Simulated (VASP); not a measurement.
Set up this calculation in VASP 6.6.1, as the native input.

```
Task                   : single point
Functional             : PBEsol
Potentials or basis    : VASP PAW PBE potentials, release 64 (Zn, O)
Cutoff                 : 520 eV
k mesh                 : 12 × 12 × 6
Occupations            : gaussian, width 0.02 eV
Spin                   : no spin polarisation
Dipole correction      : no
Further INCAR settings : ALGO = Normal; EDIFF = 1e-06; NBANDS = 26
```

The structure of ZnO lies in POSCAR:

```
ZnO
1.0
    3.2627783454      0.0000000000      0.0000000000
   -1.6313891727      2.8256489341      0.0000000000
    0.0000000000      0.0000000000      5.0055125866
Zn O
2 2
Direct
    0.6666666665      0.3333333335      0.4970128748
    0.3333333335      0.6666666665     -0.0029871252
    0.6666666668      0.3333333332      0.8832971252
    0.3333333332      0.6666666668      0.3832971252
```

This cell differs from its parent crystal: uniaxial strain along c: -4.0 %.

One way to write it, as run:

INCAR

```
SYSTEM = ZnO
PREC = Accurate ; ENCUT = 520
EDIFF = 1E-6 ; ISMEAR = 0
SIGMA = 0.02 ; LREAL = .FALSE.
LASPH = .TRUE. ; NELM = 60
ALGO = Normal ; ISIF = 2
LWAVE = .FALSE. ; LCHARG = .FALSE.
GGA = PS ; NBANDS = 26
```

KPOINTS

```
regular mesh
0
G
  12 12 6
  0 0 0
```

Potentials or basis: VASP PAW PBE potentials, release 64 (Zn, O).

Launch:

```bash
$ cat potpaw_PBE.64/Zn/POTCAR potpaw_PBE.64/O/POTCAR > POTCAR
$ mpirun -np 1 vasp_std > vasp.out
```

Results of the run:

```yaml
Pressure: 4.1 GPa
Largest_force: 0.281 eV/Å
Band_gap_on_the_k_mesh: 0.78 eV
```

Caveat: the cell differs from its parent crystal (uniaxial strain along c: -4.0 %); the stress differs along the axes, from 1 to 10 GPa; semilocal functionals underestimate gaps, and a narrow one can read as zero; the PAW data sets were made with another functional, which shifts forces and pressure a little.

Wall time 91 s on 1 thread of Intel Xeon 8259CL, on a shared host, peak memory 0.21 GiB.
